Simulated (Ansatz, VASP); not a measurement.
One calculation of FeNi3, two programs

```
Fe Ni
1.0
     0.00000    2.79037    2.79037
     2.79037    0.00000    2.79037
     2.79037    2.79037    0.00000
Fe Ni
1 3
Direct
  0.00000 0.00000 0.00000
  0.75000 0.75000 0.75000
  0.25000 0.25000 0.25000
  0.50000 0.50000 0.50000
```

Alike in both runs: task single point; functional r2SCAN; k mesh 8 × 8 × 8; occupations fermi-dirac, width 0.1 eV; collinear spin.

|  | VASP | Ansatz |
| --- | --- | --- |
| version | VASP 6.6.1 | Ansatz 0.2.0 |
| potentials or method | VASP PAW PBE potentials, release 64 (Fe, Ni), cutoff 520 eV | plane waves, PAW |
| valence electrons in the cell | 38 | 70 |

|  | VASP | Ansatz | Ansatz less VASP |
| --- | --- | --- | --- |
| gap on the k mesh at the Fermi level (eV) | none | none | - |
| pressure (GPa) | 1.5 | 1.4 | -0.11 |
| net moment per atom (μB) | 1.22 | 1.23 | +0.015 |
| size of the moment on the site where the two differ most (μB) | 0.73 | 0.81 | +0.087 |

VASP's potentials were made for PBE, not for r2SCAN. Site moments also hang on the region over which each program counts them. A gap of «none» marks a metal or a gap that the smearing closes. VASP's potentials hold 38 valence electrons a cell and Ansatz's 70, so a difference there can come from the potentials and not from the codes. Ansatz's warnings: seeded moment not kept, stability check not made.
